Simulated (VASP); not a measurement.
Here is a VASP 6.6.1 calculation.

INCAR

```
PREC = Accurate ; ENCUT = 520
EDIFF = 1E-7 ; ISMEAR = 0
SIGMA = 0.02 ; LREAL = F
LASPH = T ; NELM = 100
ALGO = Normal ; ISIF = 2
LWAVE = F ; LCHARG = T
GGA = PE ; LELF = T
LVHAR = T ; NBANDS = 46
```

The input KPOINTS:

```
Automatic mesh
0
Gamma
  6 6 2
```

File POSCAR:

```
Zn3CdTe4
1.0
    4.4830631748      0.0000000000      0.0000000000
    0.0000000000      4.4830631748      0.0000000000
    0.0000000000      0.0000000000     12.7498869373
Zn Cd Te
3 1 4
Direct
    0.0000000000      0.0000000000      0.7593380354
    0.5000000000      0.5000000000      0.0000000000
    0.0000000000      0.0000000000      0.2406619646
    0.5000000000      0.5000000000      0.5000000000
    0.5000000000      0.0000000000      0.8797209907
    0.0000000000      0.5000000000      0.1202790093
    0.5000000000      0.0000000000      0.3601658894
    0.0000000000      0.5000000000      0.6398341106
```

Potentials or basis: VASP PAW PBE potentials, release 64 (Zn, Cd, Te).

Command:

```console
$ cat potpaw_PBE.64/Zn/POTCAR potpaw_PBE.64/Cd/POTCAR potpaw_PBE.64/Te/POTCAR > POTCAR
$ mpirun -np 1 vasp_std > vasp.out
```

Task: What does it give for the pressure?

Result: -1.1 GPa.

Task: Predict the band gap on the k mesh.

Result: 0.76 eV.

Task: Estimate the largest force.

Result: 0.007 eV/Å.

Forces in eV/Å, atoms in the order of the input:
```
Zn   0.000  0.000  0.001
Zn   0.000  0.000  0.000
Zn   0.000  0.000 -0.001
Cd   0.000  0.000  0.000
Te   0.000  0.000  0.000
Te   0.000  0.000  0.000
Te   0.000  0.000 -0.007
Te   0.000  0.000  0.007
```

Caveat: spin-orbit coupling is left out, which moves the levels of the heavy elements.
